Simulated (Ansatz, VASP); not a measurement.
## CsCl: VASP beside Ansatz

Contents of INCAR:

```
PREC = Accurate ; ENCUT = 400
EDIFF = 1E-8 ; ISMEAR = 0
SIGMA = 0.05 ; LREAL = False
LASPH = True ; NELM = 120
ALGO = Normal ; ISIF = 2
LWAVE = False ; LCHARG = False
GGA = PS ; LEFG = True
NBANDS = 15 ; GGA_COMPAT = False
```

The input KPOINTS:

```
regular mesh
0
Gamma
  8 8 8
```

Contents of POSCAR:

```
CsCl
1.0
    4.0683486820      0.0000000000      0.0000000000
    0.0000000000      4.0683486820      0.0000000000
    0.0000000000      0.0000000000      4.0683486820
Cs Cl
1 1
Direct
    0.0000000000      0.0000000000      0.0000000000
    0.5000000000      0.5000000000      0.5000000000
```

Input for Ansatz:

```yaml
crystal:
  lattice:
    - [4.068348682, 0.0, 0.0]
    - [0.0, 4.068348682, 0.0]
    - [0.0, 0.0, 4.068348682]
  atoms:
    - { symbol: Cs, position: [0.0, 0.0, 0.0] }
    - { symbol: Cl, position: [0.5, 0.5, 0.5] }
basis:
  ecutwfc: 420
  ecutrho_ratio: 4
kpoints:
  mp_grid: { grid: [8, 8, 8] }
hamiltonian:
  xc: pbesol
scf:
  occupations: { method: gaussian, width: 0.05 }
  n_extra_bands: 20
output:
  forces: true
  stress: true
  eigenvalues: true
  optics: { de: 0.05 }
  efg: {}
```

Alike in both runs: task electric field gradients; functional PBEsol; k mesh 8 × 8 × 8; occupations gaussian, width 0.05 eV; no spin polarisation.

```csv
,VASP,Ansatz
version,VASP 6.6.1,Ansatz 0.2.0
potentials or method,"VASP PAW PBE potentials, release 64 (Cs_sv, Cl), cutoff 400 eV","scalar-relativistic, plane waves, PAW"
valence electrons in the cell,16,16
```

```csv
,VASP,Ansatz,Ansatz less VASP
gap on the k mesh at the Fermi level (eV),5.21,5.23,+0.013
least direct gap on the mesh (eV),5.21,5.23,+0.013
pressure (GPa),0.1,0.0,-0.05
```

VASP's potentials were made for PBE, not for PBEsol.

Spin-orbit coupling is off throughout.
